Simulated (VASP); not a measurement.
# Hf2S in VASP: notebook, part 2 of 2

VASP 6.6.1.

## (3) Single point, r2SCAN (uniaxial strain along a: +3.0 %)

File POSCAR:

```
Hf2S
1.0
    3.4828722457      0.0000000000      0.0000000000
   -1.7414361228      2.9064407030      0.0000000000
    0.0000000000      0.0000000000     11.6528936856
Hf S
4 2
Direct
    0.6666666667      0.3333333333      0.8997311427
    0.3333333333      0.6666666667      0.3997311427
    0.6666666667      0.3333333333      0.6002688573
    0.3333333333      0.6666666667      0.1002688573
    0.0000000000      0.0000000000      0.7500000000
    0.0000000000      0.0000000000      0.2500000000
```

File INCAR.step1:

```
SYSTEM = Hf2S
PREC     = Accurate       ! precision mode
ENCUT    = 520            ! plane-wave cutoff, eV
ISMEAR   = 0              ! smearing method
SIGMA    = 0.1            ! smearing width, eV
LREAL    = .False.        ! projectors in reciprocal space
LASPH    = .True.         ! aspherical terms in the spheres
NELM     = 60             ! most SCF steps
NBANDS   = 35             ! bands
GGA      = PE             ! functional
ALGO     = Normal         ! electronic algorithm
EDIFF    = 1E-4           ! SCF threshold, eV
LWAVE    = .True.         ! write WAVECAR
LCHARG   = .False.        ! write CHGCAR
```

File INCAR.step2:

```
SYSTEM = Hf2S
PREC     = Accurate       ! precision mode
ENCUT    = 520            ! plane-wave cutoff, eV
EDIFF    = 1E-6           ! SCF threshold, eV
ISMEAR   = 0              ! smearing method
SIGMA    = 0.1            ! smearing width, eV
LREAL    = .False.        ! projectors in reciprocal space
LASPH    = .True.         ! aspherical terms in the spheres
NELM     = 60             ! most SCF steps
ALGO     = Normal         ! electronic algorithm
ISIF     = 2              ! what is computed and relaxed
LWAVE    = .False.        ! write WAVECAR
LCHARG   = .False.        ! write CHGCAR
METAGGA  = R2SCAN         ! meta-GGA
LMIXTAU  = .True.       
NBANDS   = 35             ! bands
ISTART   = 1
```

File KPOINTS:

```
regular mesh
0
Gamma
  12 12 4
  0 0 0
```

Potentials or basis: VASP PAW PBE potentials, release 64 (Hf_pv, S).

Started as:

```console
$ cat potpaw_PBE.64/Hf_pv/POTCAR potpaw_PBE.64/S/POTCAR > POTCAR
$ cp INCAR.step1 INCAR
$ mpirun -np 1 vasp_std > vasp.out
$ cp INCAR.step2 INCAR
$ mpirun -np 1 vasp_std > vasp.out
```

OUTCAR:

```text
SYSTEM = Hf2S
   PREC = Accurate
   ENCUT = 520
   EDIFF = 1E-6
   ISMEAR = 0
   LREAL = .False.
   LASPH = .True.
   NELM = 60
   ISIF = 2
   METAGGA = R2SCAN
   ISTART = 1

 ion  position               nearest neighbor table
   1  0.667  0.333  0.900-   5 2.61   5 2.65   5 2.65   4 3.04   4 3.07   4 3.07   3 3.49
   2  0.333  0.667  0.400-   6 2.61   6 2.65   6 2.65   3 3.04   3 3.07   3 3.07   4 3.49
   3  0.667  0.333  0.600-   5 2.61   5 2.65   5 2.65   2 3.04   2 3.07   2 3.07   1 3.49
   4  0.333  0.667  0.100-   6 2.61   6 2.65   6 2.65   1 3.04   1 3.07   1 3.07   2 3.49
   5  0.000  0.000  0.750-   1 2.61   3 2.61   1 2.65   3 2.65   1 2.65   3 2.65
   6  0.000  0.000  0.250-   2 2.61   4 2.61   2 2.65   4 2.65   2 2.65   4 2.65

  Warning from LATTYP: Monoclinic adjustment (A1->A3, A2->A1, A3->A2)!
  LATTYP: Found a base centered orthorhombic cell.
 ALAT       =     3.4828722457
 B/A-ratio  =     1.6689907054
 C/A-ratio  =     3.3457712094

  Lattice vectors:

 A1 = (   1.7414361228,  -2.9064407030,   0.0000000000)
 A2 = (   1.7414361229,   2.9064407030,   0.0000000000)
 A3 = (   0.0000000000,   0.0000000000,  11.6528936856)
[... 189 lines left out ...]
 cond. band min:       6.4036819918   @ k =   0.0833   0.0000   0.5000
 fundamental gap:      0.0263933761
 Fermi energy:         6.3791530165

 k-point     1 :       0.0000    0.0000    0.0000
  band No.  band energies     occupation
      1     -26.3109      2.00000
      2     -26.1911      2.00000
      3     -25.8654      2.00000
      4     -25.8304      2.00000
      5     -25.8205      2.00000
      6     -25.7947      2.00000
[... 901 lines left out ...]
     34      10.4366      0.00000
     35      10.5690      0.00000

 [... further k-points ...]

------------------------ aborting loop because EDIFF is reached ----------------------------------------

  FORCE on cell =-STRESS in cart. coord.  units (eV):
  Direction    XX          YY          ZZ          XY          YZ          ZX
  --------------------------------------------------------------------------------------
  -------------------------------------------------------------------------------------
  Total       -4.3483025     -0.4910079     -0.5288198     -0.0000000      0.0000000      0.0000000
  in kB      -59.0605572     -6.6690850     -7.1826628     -0.0000000      0.0000000      0.0000000
  external PRESSURE =     -24.3041017 kB  Pullay stress =       0.0000000 kB

 VOLUME and BASIS-vectors are now :
 -----------------------------------------------------------------------------
  energy-cutoff  :      520.00
  volume of cell :      117.96
      direct lattice vectors                 reciprocal lattice vectors
     3.482872246  0.000000000  0.000000000     0.287119346  0.172031722  0.000000000
    -1.741436123  2.906440703  0.000000000     0.000000000  0.344063445  0.000000000
     0.000000000  0.000000000 11.652893686     0.000000000  0.000000000  0.085815595

 POSITION                                       TOTAL-FORCE (eV/Angst)
 -----------------------------------------------------------------------------------
      1.74144      0.96881     10.48447         0.000000      0.023899     -0.038268
     -0.00000      1.93763      4.65802        -0.000000     -0.023899     -0.038268
      1.74144      0.96881      6.99487         0.000000      0.023899      0.038268
     -0.00000      1.93763      1.16842        -0.000000     -0.023899      0.038268
      0.00000      0.00000      8.73967         0.000000      0.171238     -0.000000
      0.00000      0.00000      2.91322        -0.000000     -0.171238      0.000000
 -----------------------------------------------------------------------------------
    total drift:                                0.000000     -0.000000      0.000000

  FREE ENERGIE OF THE ION-ELECTRON SYSTEM (eV)
  ---------------------------------------------------
  free  energy   TOTEN  =      -203.6303110336 eV

  energy  without entropy=     -203.6172561240  energy(sigma->0) =     -203.62378358
```

Wall time 19 min (1 thread of Intel Xeon 6975P-C (Granite Rapids), shared host); peak memory 0.56 GiB.

What came out:

* Free energy: -203.6303 eV
* Pressure: -2.4 GPa
* Largest force: 0.171 eV/Å
* Band gap on the k mesh: zero (bands 26 and 27 overlap by 0.80 eV)

Forces on the atoms (eV/Å):
```
Hf   0.000  0.024 -0.038
Hf   0.000 -0.024 -0.038
Hf   0.000  0.024  0.038
Hf   0.000 -0.024  0.038
S    0.000  0.171  0.000
S    0.000 -0.171  0.000
```

Stress tensor (GPa, compression positive):
```
-5.91  0.00  0.00
 0.00 -0.67  0.00
 0.00  0.00 -0.72
```

Caveat: the cell differs from its parent crystal (uniaxial strain along a: +3.0 %); the stress differs along the axes, from -6 to -1 GPa; the PAW data sets were made with another functional, which shifts forces and pressure a little; spin-orbit coupling is left out, which moves the levels of the heavy elements.

## (4) Single point, r2SCAN (biaxial strain in the a-b plane: -1.5 %)

File POSCAR:

```
Hf2S
1.0
    3.3307079145      0.0000000000      0.0000000000
   -1.6653539572      2.8844776665      0.0000000000
    0.0000000000      0.0000000000     11.8466194249
Hf S
4 2
Direct
    0.6666666667      0.3333333333      0.8997311472
    0.3333333333      0.6666666667      0.3997311472
    0.6666666667      0.3333333333      0.6002688528
    0.3333333333      0.6666666667      0.1002688528
    0.0000000000      0.0000000000      0.7500000000
    0.0000000000      0.0000000000      0.2500000000
```

File INCAR.step1:

```
  ALGO = Normal
  EDIFF = 1E-4
  ENCUT = 520
  GGA = PE
  ISMEAR = 0
  LASPH = True
  LCHARG = False
  LREAL = False
  LWAVE = True
  NBANDS = 35
  NELM = 60
  PREC = Accurate
  SIGMA = 0.1
```

File INCAR.step2:

```
  ALGO = Normal
  EDIFF = 1E-6
  ENCUT = 520
  ISIF = 2
  ISMEAR = 0
  ISTART = 1
  LASPH = True
  LCHARG = False
  LMIXTAU = True
  LREAL = False
  LWAVE = False
  METAGGA = R2SCAN
  NBANDS = 35
  NELM = 60
  PREC = Accurate
  SIGMA = 0.1
```

File KPOINTS:

```
k-points
0
Gamma
  12 12 4
```

Started as:

```console
$ cat potpaw_PBE.64/Hf_pv/POTCAR potpaw_PBE.64/S/POTCAR > POTCAR
$ cp INCAR.step1 INCAR
$ mpirun -np 1 vasp_std > vasp.out
$ cp INCAR.step2 INCAR
$ mpirun -np 1 vasp_std > vasp.out
```

Wall time 10 min (1 thread of AMD EPYC 9R45 (Zen 5), shared host); peak memory 0.36 GiB.

The run converged. Its results:

| Property | Result |
| --- | --- |
| Free energy | -203.6666 eV |
| Pressure | 1.8 GPa |
| Largest force | 0.064 eV/Å |
| Band gap on the k mesh | zero (bands 26 and 27 overlap by 0.98 eV) |

Forces in eV/Å, atoms in the order of the input:
```
Hf   0.000  0.000  0.064
Hf   0.000  0.000  0.064
Hf   0.000  0.000 -0.064
Hf   0.000  0.000 -0.064
S    0.000  0.000  0.000
S    0.000  0.000  0.000
```

Stress tensor (GPa, compression positive):
```
 3.13  0.00  0.00
 0.00  3.13  0.00
 0.00  0.00 -0.77
```

Levels at points of the mesh, in eV from the Fermi level:
| k point | band 24 | band 25 | band 26 | band 27 | band 28 | band 29 |
| --- | --- | --- | --- | --- | --- | --- |
| (0.00, 0.00, 0.00) | -0.51 | -0.04 | 0.51 | 0.51 | 0.59 | 0.59 |
| (0.50, 0.00, 0.00) | -1.65 | -1.53 | -1.06 | -0.47 | 0.93 | 0.94 |
| (0.00, 0.00, 0.50) | -1.49 | 0.47 | 0.47 | 0.47 | 0.47 | 1.29 |
| (0.50, 0.00, 0.50) | -2.03 | -1.30 | -1.30 | 0.28 | 0.28 | 1.50 |

Caveat: the cell differs from its parent crystal (biaxial strain in the a-b plane: -1.5 %); the PAW data sets were made with another functional, which shifts forces and pressure a little; spin-orbit coupling is left out, which moves the levels of the heavy elements.

## (5) Single point, r2SCAN (biaxial strain in the a-b plane: -1.5 %, then relaxed in part)

File POSCAR:

```
Hf2S
1.0
    3.3307079145      0.0000000000      0.0000000000
   -1.6653539572      2.8844776665      0.0000000000
    0.0000000000      0.0000000000     11.8604324851
Hf S
4 2
Direct
    0.6666666667      0.3333333333      0.9002539130
    0.3333333333      0.6666666667      0.4002539130
    0.6666666667      0.3333333333      0.5997460870
    0.3333333333      0.6666666667      0.0997460870
    0.0000000000      0.0000000000      0.7500000000
    0.0000000000      0.0000000000      0.2500000000
```

File INCAR.step1:

```
ALGO = Normal
EDIFF = 1E-4
ENCUT = 520
GGA = PE
ISMEAR = 0
LASPH = True
LCHARG = False
LREAL = False
LWAVE = True
NBANDS = 35
NELM = 100
PREC = Accurate
SIGMA = 0.1
```

File INCAR.step2:

```
ALGO = Normal
EDIFF = 1E-7
ENCUT = 520
ISIF = 2
ISMEAR = 0
ISTART = 1
LASPH = True
LCHARG = False
LMIXTAU = True
LREAL = False
LWAVE = False
METAGGA = R2SCAN
NBANDS = 35
NELM = 100
PREC = Accurate
SIGMA = 0.1
```

KPOINTS is that of step 4.

Started as:

```console
$ cat potpaw_PBE.64/Hf_pv/POTCAR potpaw_PBE.64/S/POTCAR > POTCAR
$ cp INCAR.step1 INCAR
$ mpirun -np 1 vasp_std > vasp.out
$ cp INCAR.step2 INCAR
$ mpirun -np 1 vasp_std > vasp.out
```

Run time: 12 min. Hardware: 1 thread of AMD EPYC 9R45 (Zen 5), shared host; peak memory 0.36 GiB.

Results (log left out):

- Free energy: -203.6664 eV
- Pressure: 1.6 GPa
- Largest force: 0.011 eV/Å
- Band gap on the k mesh: zero (bands 26 and 27 overlap by 0.94 eV)

Forces on the atoms (eV/Å):
```
Hf   0.000  0.000 -0.011
Hf   0.000  0.000 -0.011
Hf   0.000  0.000  0.011
Hf   0.000  0.000  0.011
S    0.000  0.000  0.000
S    0.000  0.000  0.000
```

Stress tensor (GPa, compression positive):
```
 2.96  0.00  0.00
 0.00  2.96  0.00
 0.00  0.00 -0.99
```

Levels at points of the mesh, in eV from the Fermi level:
| k point | band 24 | band 25 | band 26 | band 27 | band 28 | band 29 |
| --- | --- | --- | --- | --- | --- | --- |
| (0.00, 0.00, 0.00) | -0.57 | 0.01 | 0.50 | 0.50 | 0.58 | 0.58 |
| (0.50, 0.00, 0.00) | -1.67 | -1.54 | -1.08 | -0.44 | 0.91 | 0.95 |
| (0.00, 0.00, 0.50) | -1.51 | 0.46 | 0.46 | 0.46 | 0.46 | 1.29 |
| (0.50, 0.00, 0.50) | -2.05 | -1.31 | -1.31 | 0.29 | 0.29 | 1.47 |

Caveat: the cell differs from its parent crystal (biaxial strain in the a-b plane: -1.5 %, then relaxed in part); the PAW data sets were made with another functional, which shifts forces and pressure a little; spin-orbit coupling is left out, which moves the levels of the heavy elements.

## (6) The runs side by side

| cell | gap on the mesh (eV) | pressure (GPa) | largest force (eV/Å) |
| --- | --- | --- | --- |
| a = 3.456, b = 3.456, c = 11.914 Å, angles 90.0, 90.0, 120.0°, 6 atoms, atomic positions A | none | -8.0 | 0.01 |
| a = 3.483, b = 3.388, c = 11.653 Å, angles 90.0, 90.0, 120.9°, 6 atoms, atomic positions B | none | -2.4 | 0.17 |
| a = 3.331, b = 3.331, c = 11.847 Å, angles 90.0, 90.0, 120.0°, 6 atoms, atomic positions B | none | 1.8 | 0.06 |
| a = 3.331, b = 3.331, c = 11.860 Å, angles 90.0, 90.0, 120.0°, 6 atoms, atomic positions C | none | 1.6 | 0.01 |

Alike in all rows: task single point; level r2SCAN; potentials or basis VASP PAW PBE potentials, release 64 (Hf_pv, S); no spin polarisation; k mesh 12 × 12 × 4; cutoff (eV) 520; smearing gaussian 0.1 eV.

Caveats: the PAW data sets were made with another functional, which shifts forces and pressure a little; spin-orbit coupling is left out, which moves the levels of the heavy elements; the cell stands under tension (at least some runs); the stress differs along the axes, from -6 to -1 GPa (at least some runs).

Total energies depend on the potentials used, so only differences within one code and one set of settings carry meaning.

The gap in the log of VASP goes by the Fermi energy; the results here count the filled bands.